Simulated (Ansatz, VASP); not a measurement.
## One calculation of WC, two programs

The input INCAR:

```
PREC = Accurate ; ENCUT = 520
EDIFF = 1E-6 ; ISMEAR = 0
SIGMA = 0.1 ; LREAL = F
LASPH = T ; NELM = 100
ALGO = Normal ; ISIF = 2
LWAVE = F ; LCHARG = T
GGA = PE ; LELF = T
LVHAR = T ; NBANDS = 16
```

KPOINTS

```
regular mesh
0
Gamma
  12 12 11
```

POSCAR

```
WC
1.0
    2.9065000000      0.0000000000      0.0000000000
   -1.4532500000      2.5171030000      0.0000000000
    0.0000000000      0.0000000000      2.8366000000
W C
1 1
Direct
    0.0000000000      0.0000000000      0.0000000000
    0.6580652560      0.3333333333      0.5000000000
```

Input for Ansatz:

```yaml
crystal:
  lattice:
    - [2.9065, 0.0, 0.0]
    - [-1.45325, 2.517103, 0.0]
    - [0.0, 0.0, 2.8366]
  atoms:
    - { symbol: W, position: [0.0, 0.0, 0.0] }
    - { symbol: C, position: [0.6580652560353231, 0.3333333333333333, 0.5] }
kpoints:
  mp_grid:
    grid: [12, 12, 11]
hamiltonian:
  xc: pbe
  pseudopotentials:
    kind: paw
scf:
  convergence:
    dr2_threshold: 1.0e-10
  occupations:
    method: gaussian
output:
  forces: true
```

Alike in both runs: task single point; functional PBE; k mesh 12 × 12 × 11; no spin polarisation.

```csv
,VASP,Ansatz
version,VASP 6.6.1,Ansatz 0.2.0
potentials or method,"VASP PAW PBE potentials, release 64 (W_sv, C)","plane waves, PAW"
plane-wave cutoff (eV),520,420
occupations,"gaussian, width 0.1 eV",gaussian
valence electrons in the cell,18,18
```

|  | VASP | Ansatz | Ansatz less VASP |
| --- | --- | --- | --- |
| rms of the force components (eV/Å) | 0.234 | 0.233 | -0.0012 |

Atom by atom the forces differ by 0.001 eV/Å (rms over components).

Neither program's run includes spin-orbit coupling.
